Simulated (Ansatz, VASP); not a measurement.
**Two plane-wave programs on SnPb5O6**

```
Sn Pb O
1.0
     4.01998    0.00000    0.00000
     0.00000    4.01998    0.00000
     0.00000    0.00000   16.54469
Sn Pb O
1 5 6
Direct
  0.00000 0.00000 0.73920
  0.00000 0.00000 0.06670
  0.00000 0.00000 0.40651
  0.50000 0.50000 0.26095
  0.50000 0.50000 0.59942
  0.50000 0.50000 0.92118
  0.00000 0.50000 0.99488
  0.00000 0.50000 0.33464
  0.00000 0.50000 0.67351
  0.50000 0.00000 0.99488
  0.50000 0.00000 0.33464
  0.50000 0.00000 0.67351
```

Alike in both runs: task single point; functional PBE; k mesh 4 × 4 × 1; occupations gaussian, width 0.1 eV; no spin polarisation.

|  | VASP | Ansatz |
| --- | --- | --- |
| version | VASP 6.6.1 | Ansatz 0.2.0 |
| potentials or method | VASP PAW PBE potentials, release 64 (Sn_d, Pb_d, O), cutoff 520 eV | scalar-relativistic, plane waves, PAW |
| valence electrons in the cell | 120 | 120 |

```csv
,VASP,Ansatz,Ansatz less VASP
gap on the k mesh at the Fermi level (eV),1.50,1.51,+0.005
least direct gap on the mesh (eV),1.50,1.52,+0.022
pressure (GPa),0.1,0.0,-0.07
rms of the force components (eV/Å),0.016,0.002,-0.0148
```

Atom by atom the forces differ by 0.018 eV/Å (rms over components).

Neither program's run includes spin-orbit coupling.
